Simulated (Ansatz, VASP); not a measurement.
**Mn in VASP and in Ansatz**

Contents of INCAR:

```
SYSTEM = Mn
PREC     = Accurate       ! precision mode
ENCUT    = 520            ! plane-wave cutoff, eV
EDIFF    = 1E-7           ! SCF threshold, eV
ISMEAR   = -1             ! smearing method
SIGMA    = 0.05           ! smearing width, eV
LREAL    = .FALSE.        ! projectors in reciprocal space
LASPH    = .TRUE.         ! aspherical terms in the spheres
NELM     = 150            ! most SCF steps
ALGO     = Normal         ! electronic algorithm
ISIF     = 2              ! what is computed and relaxed
LWAVE    = .FALSE.        ! write WAVECAR
LCHARG   = .FALSE.        ! write CHGCAR
ISPIN    = 2              ! spin polarisation
MAGMOM   = 3              ! initial moments
LORBIT   = 11             ! projections on sites
LMAXMIX  = 4              ! l up to which the mixer works
LDIPOL   = .TRUE.       
IDIPOL   = 3            
DIPOL    = 0.5 0.5 0.500
GGA      = PE             ! functional
NBANDS   = 16             ! bands
```

KPOINTS

```
regular mesh
0
G
  19 19 1
  0 0 0
```

POSCAR

```
Mn
1.0
    2.4767572053      0.0000000000      0.0000000000
   -1.2383786026      2.1449346588      0.0000000000
    0.0000000000      0.0000000000     22.0000000000
Mn
1
Direct
    0.0000000000      0.0000000000      0.5000000000
```

Input for Ansatz:

```yaml
crystal:
  lattice:
    - [2.4767572053, 0.0, 0.0]
    - [-1.2383786026, 2.1449346588, 0.0]
    - [0.0, 0.0, 22.0]
  atoms:
    - { symbol: Mn, position: [0.0, 0.0, 0.5], spin: 3.0 }
magnetization:
  spin_polarized: true
kpoints:
  mp_grid: { grid: [19, 19, 1] }
scf:
  occupations: { method: fermi_dirac, width: 0.05 }
hamiltonian:
  xc: pbe
  pseudopotentials: { kind: all_electron, lapw: { basis_error: 0.001 } }
output:
  forces: true
  stress: true
  eigenvalues: true
efield:
  axis: 3
  amplitude: 0
  dipole_correction: true
```

Alike in both runs: task single point; functional PBE; k mesh 19 × 19 × 1; occupations fermi-dirac, width 0.05 eV; collinear spin.

```csv
,VASP,Ansatz
version,VASP 6.6.1,Ansatz 0.2.0
potentials or method,"VASP PAW PBE potentials, release 64 (Mn_pv), cutoff 520 eV","all-electron LAPW, scalar-relativistic"
```

```csv
,VASP,Ansatz,Ansatz less VASP
net moment per atom (μB),3.46,3.39,-0.070
size of the moment on the site where the two differ most (μB),3.11,3.08,-0.031
```

Site moments also hang on the region over which each program counts them. Ansatz ran all-electron here, and VASP with PAW potentials.
